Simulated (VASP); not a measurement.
# Hf (I4/mmm) in VASP: notebook

The runs below take Hf through electric field gradients, with LDA.

All numbers are computed with VASP 6.6.1; they aren't measurements. Logs are shortened: lines on timing, memory, paths and dates and some standing lists are left out, and cuts for length are marked.

**1. The cell of the first run**

It takes space group I4/mmm (No. 139, tetragonal). The conventional cell has a = 3.202 Å, b = 3.202 Å, c = 4.440 Å, α = 90.00°, β = 90.00°, γ = 90.00°. Hf (site symmetry 4/mmm) has 12 Hf at 3.17 to 3.20 Å within 4.2 Å.

**2. Electric field gradients, LDA (equal xx and yy strain of +2 %)**

Input file INCAR:

```
PREC     = Accurate       # precision mode
ENCUT    = 520            # plane-wave cutoff, eV
EDIFF    = 1E-8           # SCF threshold, eV
ISMEAR   = -1             # smearing method
SIGMA    = 0.03           # smearing width, eV
LREAL    = False          # projectors in reciprocal space
LASPH    = True           # aspherical terms in the spheres
NELM     = 100            # most SCF steps
ALGO     = Normal         # electronic algorithm
ISIF     = 2              # what is computed and relaxed
LWAVE    = False          # write WAVECAR
LCHARG   = False          # write CHGCAR
GGA      = CA             # functional
LEFG     = True         
NBANDS   = 11             # bands
```

Input file KPOINTS:

```
regular mesh
0
Gamma
  13 13 13
```

Input file POSCAR:

```
Hf
1.0
    0.0000000000      2.2644000000      2.2200000000
    2.2644000000      0.0000000000      2.2200000000
    2.2644000000      2.2644000000      0.0000000000
Hf
1
Direct
    0.0000000000      0.0000000000      0.0000000000
```

Potentials or basis: VASP PAW LDA potentials, release 64 (Hf_pv).

Started as:

```
$ cat potpaw_LDA.64/Hf_pv/POTCAR > POTCAR
$ mpirun -np 1 vasp_std > vasp.out
```

OUTCAR:

```text
PREC = Accurate
   ENCUT = 520
   EDIFF = 1E-8
   ISMEAR = -1
   LREAL = False
   LASPH = True
   NELM = 100
   ISIF = 2
   GGA = CA

 ion  position               nearest neighbor table
   1  0.000  0.000  0.000-

  LATTYP: Found a body centered tetragonal cell.
 ALAT       =     3.2023451906
 C/A-ratio  =     1.3864838847

  Lattice vectors:

 A1 = (   0.0000000000,  -2.2644000000,  -2.2200000000)
 A2 = (   0.0000000000,   2.2644000000,  -2.2200000000)
 A3 = (   2.2644000000,   0.0000000000,   2.2200000000)

Analysis of symmetry for initial positions (statically):
=====================================================================
 Subroutine PRICEL returns:
 Original cell was already a primitive cell.

 Routine SETGRP: Setting up the symmetry group for a
 body centered tetragonal supercell.

 Subroutine GETGRP returns: Found 16 space group operations
 (whereof 16 operations were pure point group operations)
 out of a pool of 16 trial point group operations.

The static configuration has the point symmetry D_4h.

Analysis of symmetry for dynamics (positions and initial velocities):
=====================================================================
 Subroutine PRICEL returns:
 Original cell was already a primitive cell.

 Routine SETGRP: Setting up the symmetry group for a
 body centered tetragonal supercell.

 Subroutine GETGRP returns: Found 16 space group operations
 (whereof 16 operations were pure point group operations)
 out of a pool of 16 trial point group operations.

The dynamic configuration has the point symmetry D_4h.

 Subroutine INISYM returns: Found 16 space group operations
 (whereof 16 operations are pure point group operations),
 and found     1 'primitive' translations

----------------------------------------------------------------------------------------

                                     Primitive cell

  volume of cell :      22.7661

  direct lattice vectors                    reciprocal lattice vectors
     0.000000000  2.264400000  2.220000000    -0.220809044  0.220809044  0.225225225
     2.264400000  0.000000000  2.220000000     0.220809044 -0.220809044  0.225225225
     2.264400000  2.264400000  0.000000000     0.220809044  0.220809044 -0.225225225

  length of vectors
[... 118 lines left out ...]

 number of electron       9.9999999 magnetization

 Free energy of the ion-electron system (eV)
  ---------------------------------------------------
  ext. energy  EPLUGINS =         0.00000000
  ---------------------------------------------------
  free energy    TOTEN  =       -10.57104112 eV

  energy without entropy =      -10.56684681  energy(sigma->0) =      -10.56894397

 E-fermi :   4.4821     XC(G=0): -11.3936

 val. band max:        4.4810724571   @ k =  -0.2308  -0.0000   0.0769
 cond. band min:       4.4831034346   @ k =  -0.1538  -0.0000   0.1538
 fundamental gap:      0.0020309776
 Fermi energy:         4.4820553301

 k-point     1 :       0.0000    0.0000    0.0000
  band No.  band energies     occupation
      1     -25.4371      2.00000
      2     -25.4365      2.00000
      3     -25.4365      2.00000
      4      -2.5956      2.00000
      5       5.7373      0.00000
      6       5.7373      0.00000
      7       5.9598      0.00000
      8       8.3309      0.00000
      9       8.6465      0.00000
     10      15.8656      0.00000
     11      16.5352      0.00000
[... 309 lines left out ...]
 k-point    24 :       0.4615    0.1538    0.0000
  band No.  band energies     occupation
      1     -26.1266      2.00000
      2     -25.6205      2.00000
      3     -25.5939      2.00000
      4       1.4095      2.00000
      5       4.0663      2.00000
      6       5.2063      0.00000
      7       6.2546      0.00000
      8      10.2792      0.00000
      9      10.7131      0.00000
     10      13.7976      0.00000
     11      16.5420      0.00000

 [... further k-points ...]
[... 5 lines left out ...]
  --------------------------------------------------------------------------------------
  -------------------------------------------------------------------------------------
  Total       -1.3241978     -1.3241978     -1.2566028      0.0000000     -0.0000000      0.0000000
  in kB      -93.1910452    -93.1910452    -88.4340135      0.0000000     -0.0000000      0.0000000
  external PRESSURE =     -91.6053680 kB  Pullay stress =       0.0000000 kB

 VOLUME and BASIS-vectors are now :
 -----------------------------------------------------------------------------
  energy-cutoff  :      520.00
  volume of cell :       22.77
      direct lattice vectors                 reciprocal lattice vectors
     0.000000000  2.264400000  2.220000000    -0.220809044  0.220809044  0.225225225
     2.264400000  0.000000000  2.220000000     0.220809044 -0.220809044  0.225225225
     2.264400000  2.264400000  0.000000000     0.220809044  0.220809044 -0.225225225

 POSITION                                       TOTAL-FORCE (eV/Angst)
 -----------------------------------------------------------------------------------
      0.00000      0.00000      0.00000         0.000000      0.000000     -0.000000
 -----------------------------------------------------------------------------------
    total drift:                                0.000000      0.000000     -0.000000

  FREE ENERGIE OF THE ION-ELECTRON SYSTEM (eV)
  ---------------------------------------------------
  free  energy   TOTEN  =       -10.5710411247 eV

  energy  without entropy=      -10.5668468065  energy(sigma->0) =      -10.56894397

 Electric field gradients (V/A^2)
---------------------------------------------------------------------
 ion       V_xx      V_yy      V_zz      V_xy      V_xz      V_yz
---------------------------------------------------------------------
   1      -8.770    -8.770    17.539    -0.000    -0.001    -0.001
---------------------------------------------------------------------

 Electric field gradients after diagonalization (V/A^2)
 (convention: |V_zz| > |V_xx| > |V_yy|)
----------------------------------------------------------------------
 ion       V_xx      V_yy      V_zz     asymmetry (V_yy - V_xx)/ V_zz
----------------------------------------------------------------------
   1      -8.770    -8.769    17.539       0.000
----------------------------------------------------------------------

           NMR quadrupolar parameters

 Cq : quadrupolar parameter    Cq=e*Q*V_zz/h
 eta: asymmetry parameters     (V_yy - V_xx)/ V_zz
 Q  : nuclear electric quadrupole moment in mb (millibarn)
----------------------------------------------------------------------
 ion       Cq(MHz)       eta       Q (mb)
----------------------------------------------------------------------
   1       0.042       0.000       1.000
----------------------------------------------------------------------
```

OSZICAR:

```text
N       E                     dE             d eps       ncg     rms          rms(c)
DAV:   1     0.124600451344E+02    0.12460E+02   -0.57448E+03  4352   0.838E+02
DAV:   2    -0.105010236185E+02   -0.22961E+02   -0.22256E+02  5588   0.154E+02
DAV:   3    -0.109517517557E+02   -0.45073E+00   -0.44575E+00  5469   0.147E+01
DAV:   4    -0.109535232825E+02   -0.17715E-02   -0.17711E-02  5061   0.110E+00
DAV:   5    -0.109535328768E+02   -0.95943E-05   -0.95935E-05  5400   0.708E-02    0.451E+01
DAV:   6    -0.106698183663E+02    0.28371E+00   -0.23267E-01  4960   0.342E+00    0.264E+01
DAV:   7    -0.105748365846E+02    0.94982E-01   -0.33742E-01  4924   0.391E+00    0.153E+00
DAV:   8    -0.105710201166E+02    0.38165E-02   -0.22292E-02  4936   0.103E+00    0.565E-01
DAV:   9    -0.105710419335E+02   -0.21817E-04   -0.31388E-04  5145   0.136E-01    0.659E-02
DAV:  10    -0.105710416152E+02    0.31824E-06   -0.11974E-05  5054   0.254E-02    0.549E-02
DAV:  11    -0.105710411215E+02    0.49368E-06   -0.11170E-06  5144   0.821E-03    0.352E-03
DAV:  12    -0.105710411247E+02   -0.31660E-08   -0.19879E-08  4924   0.126E-03
   1 F= -.10571041E+02 E0= -.10568944E+02  d E =-.419432E-02
```

Run time: 21 s. Hardware: 1 thread of Intel Xeon Platinum 8259CL at 2.50GHz (Skylake/Cascade Lake), shared host; peak memory 0.17 GiB.

What came out:

```
Free energy            : -10.5710 eV
Pressure               : -9.2 GPa
Band gap on the k mesh : zero (band 5 reaches 5.74 eV, above the bottom of band 6 at 3.91 eV)
```

Levels at points of the mesh, in eV from the Fermi level:
| k point | band 2 | band 3 | band 4 | band 5 | band 6 | band 7 | band 8 | band 9 |
| --- | --- | --- | --- | --- | --- | --- | --- | --- |
| (0.00, 0.00, 0.00) | -29.92 | -29.92 | -7.08 | 1.26 | 1.26 | 1.48 | 3.85 | 4.16 |

Electric field gradients, principal values (V/Å²):
```tsv
atom	least	middle	greatest (by size)
1 Hf	-8.769	-8.770	17.539
```

Caveat: the cell differs from its parent crystal (equal xx and yy strain of +2 %); without QUAD_EFG the Cq values of the log hold for a quadrupole moment of 1 mb, not for the nuclei; spin-orbit coupling is left out, which moves the levels of the heavy elements.

**3. Electric field gradients, LDA (equal xx and yy strain of +2 %)**

Input file INCAR:

```
PREC = Accurate
ENCUT = 520
EDIFF = 1E-8
ISMEAR = -1
SIGMA = 0.03
LREAL = F
LASPH = T
NELM = 80
ALGO = Normal
ISIF = 2
LWAVE = F
LCHARG = F
LEFG = T
NBANDS = 11
```

KPOINTS is that of step 2.

POSCAR is that of step 2.

Potentials or basis: VASP PAW LDA potentials, release 64 (Hf_pv).

Started as:

```
$ cat potpaw_LDA.64/Hf_pv/POTCAR > POTCAR
$ mpirun -np 1 vasp_std > vasp.out
```

OUTCAR:

```text
PREC = Accurate
   ENCUT = 520
   EDIFF = 1E-8
   ISMEAR = -1
   LREAL = F
   LASPH = T
   NELM = 80
   ISIF = 2

 ion  position               nearest neighbor table
   1  0.000  0.000  0.000-

  LATTYP: Found a body centered tetragonal cell.
 ALAT       =     3.2023451906
 C/A-ratio  =     1.3864838847

  Lattice vectors:

 A1 = (   0.0000000000,  -2.2644000000,  -2.2200000000)
 A2 = (   0.0000000000,   2.2644000000,  -2.2200000000)
 A3 = (   2.2644000000,   0.0000000000,   2.2200000000)

Analysis of symmetry for initial positions (statically):
=====================================================================
 Subroutine PRICEL returns:
 Original cell was already a primitive cell.

 Routine SETGRP: Setting up the symmetry group for a
 body centered tetragonal supercell.

 Subroutine GETGRP returns: Found 16 space group operations
 (whereof 16 operations were pure point group operations)
 out of a pool of 16 trial point group operations.

The static configuration has the point symmetry D_4h.

Analysis of symmetry for dynamics (positions and initial velocities):
=====================================================================
 Subroutine PRICEL returns:
 Original cell was already a primitive cell.

 Routine SETGRP: Setting up the symmetry group for a
 body centered tetragonal supercell.

 Subroutine GETGRP returns: Found 16 space group operations
 (whereof 16 operations were pure point group operations)
 out of a pool of 16 trial point group operations.

The dynamic configuration has the point symmetry D_4h.

 Subroutine INISYM returns: Found 16 space group operations
[... 150 lines left out ...]

 k-point     1 :       0.0000    0.0000    0.0000
  band No.  band energies     occupation
      1     -25.4371      2.00000
      2     -25.4365      2.00000
      3     -25.4365      2.00000
      4      -2.5956      2.00000
      5       5.7373      0.00000
      6       5.7373      0.00000
      7       5.9598      0.00000
      8       8.3309      0.00000
      9       8.6465      0.00000
     10      15.8656      0.00000
     11      16.5352      0.00000
[... 309 lines left out ...]
 k-point    24 :       0.4615    0.1538    0.0000
  band No.  band energies     occupation
      1     -26.1266      2.00000
      2     -25.6205      2.00000
      3     -25.5939      2.00000
      4       1.4095      2.00000
      5       4.0663      2.00000
      6       5.2063      0.00000
      7       6.2546      0.00000
      8      10.2792      0.00000
      9      10.7131      0.00000
     10      13.7976      0.00000
     11      16.5420      0.00000

 [... further k-points ...]
[... 5 lines left out ...]
  --------------------------------------------------------------------------------------
  -------------------------------------------------------------------------------------
  Total       -1.3241978     -1.3241978     -1.2566028      0.0000000     -0.0000000      0.0000000
  in kB      -93.1910452    -93.1910452    -88.4340135      0.0000000     -0.0000000      0.0000000
  external PRESSURE =     -91.6053680 kB  Pullay stress =       0.0000000 kB

 VOLUME and BASIS-vectors are now :
 -----------------------------------------------------------------------------
  energy-cutoff  :      520.00
  volume of cell :       22.77
      direct lattice vectors                 reciprocal lattice vectors
     0.000000000  2.264400000  2.220000000    -0.220809044  0.220809044  0.225225225
     2.264400000  0.000000000  2.220000000     0.220809044 -0.220809044  0.225225225
     2.264400000  2.264400000  0.000000000     0.220809044  0.220809044 -0.225225225

 POSITION                                       TOTAL-FORCE (eV/Angst)
 -----------------------------------------------------------------------------------
      0.00000      0.00000      0.00000         0.000000      0.000000     -0.000000
 -----------------------------------------------------------------------------------
    total drift:                                0.000000      0.000000     -0.000000

  FREE ENERGIE OF THE ION-ELECTRON SYSTEM (eV)
  ---------------------------------------------------
  free  energy   TOTEN  =       -10.5710411247 eV

  energy  without entropy=      -10.5668468065  energy(sigma->0) =      -10.56894397

 Electric field gradients (V/A^2)
---------------------------------------------------------------------
 ion       V_xx      V_yy      V_zz      V_xy      V_xz      V_yz
---------------------------------------------------------------------
   1      -8.770    -8.770    17.539    -0.000    -0.001    -0.001
---------------------------------------------------------------------

 Electric field gradients after diagonalization (V/A^2)
 (convention: |V_zz| > |V_xx| > |V_yy|)
----------------------------------------------------------------------
 ion       V_xx      V_yy      V_zz     asymmetry (V_yy - V_xx)/ V_zz
----------------------------------------------------------------------
   1      -8.770    -8.769    17.539       0.000
----------------------------------------------------------------------

           NMR quadrupolar parameters

 Cq : quadrupolar parameter    Cq=e*Q*V_zz/h
 eta: asymmetry parameters     (V_yy - V_xx)/ V_zz
 Q  : nuclear electric quadrupole moment in mb (millibarn)
----------------------------------------------------------------------
 ion       Cq(MHz)       eta       Q (mb)
----------------------------------------------------------------------
   1       0.042       0.000       1.000
----------------------------------------------------------------------
```

OSZICAR:

```text
N       E                     dE             d eps       ncg     rms          rms(c)
DAV:   1     0.124600451344E+02    0.12460E+02   -0.57448E+03  4352   0.838E+02
DAV:   2    -0.105010236185E+02   -0.22961E+02   -0.22256E+02  5588   0.154E+02
DAV:   3    -0.109517517557E+02   -0.45073E+00   -0.44575E+00  5469   0.147E+01
DAV:   4    -0.109535232825E+02   -0.17715E-02   -0.17711E-02  5061   0.110E+00
DAV:   5    -0.109535328768E+02   -0.95943E-05   -0.95935E-05  5400   0.708E-02    0.451E+01
DAV:   6    -0.106698183663E+02    0.28371E+00   -0.23267E-01  4960   0.342E+00    0.264E+01
DAV:   7    -0.105748365846E+02    0.94982E-01   -0.33742E-01  4924   0.391E+00    0.153E+00
DAV:   8    -0.105710201166E+02    0.38165E-02   -0.22292E-02  4936   0.103E+00    0.565E-01
DAV:   9    -0.105710419335E+02   -0.21817E-04   -0.31388E-04  5145   0.136E-01    0.659E-02
DAV:  10    -0.105710416152E+02    0.31824E-06   -0.11974E-05  5054   0.254E-02    0.549E-02
DAV:  11    -0.105710411215E+02    0.49368E-06   -0.11170E-06  5144   0.821E-03    0.352E-03
DAV:  12    -0.105710411247E+02   -0.31660E-08   -0.19879E-08  4924   0.126E-03
   1 F= -.10571041E+02 E0= -.10568944E+02  d E =-.419432E-02
```

stdout:

```text
POSCAR found type information on POSCAR Hf
 POSCAR found :  1 types and       1 ions
 scaLAPACK will be used
 LDA part: xc-table for (Slater(with rela. corr.)+CA(PZ))
 , standard interpolation
 POSCAR, INCAR and KPOINTS ok, starting setup
 FFT: planning ... GRIDC
 FFT: planning ... GRID_SOFT
 FFT: planning ... GRID
 WAVECAR not read
 entering main loop
ion   1
```

It took 21 s on 1 thread of Intel Xeon Platinum 8259CL at 2.50GHz (Skylake/Cascade Lake), shared host; peak memory 0.17 GiB.

Results:

* Free energy: -10.5710 eV
* Pressure: -9.2 GPa
* Band gap on the k mesh: zero (band 5 reaches 5.74 eV, above the bottom of band 6 at 3.91 eV)

Levels at points of the mesh, in eV from the Fermi level:
| k point | band 2 | band 3 | band 4 | band 5 | band 6 | band 7 | band 8 | band 9 |
| --- | --- | --- | --- | --- | --- | --- | --- | --- |
| (0.00, 0.00, 0.00) | -29.92 | -29.92 | -7.08 | 1.26 | 1.26 | 1.48 | 3.85 | 4.16 |

Electric field gradients, principal values (V/Å²):
```
atom   least  middle  greatest (by size)
1 Hf  -8.769  -8.770              17.539
```

Caveat: the cell differs from its parent crystal (equal xx and yy strain of +2 %); without QUAD_EFG the Cq values of the log hold for a quadrupole moment of 1 mb, not for the nuclei; spin-orbit coupling is left out, which moves the levels of the heavy elements.
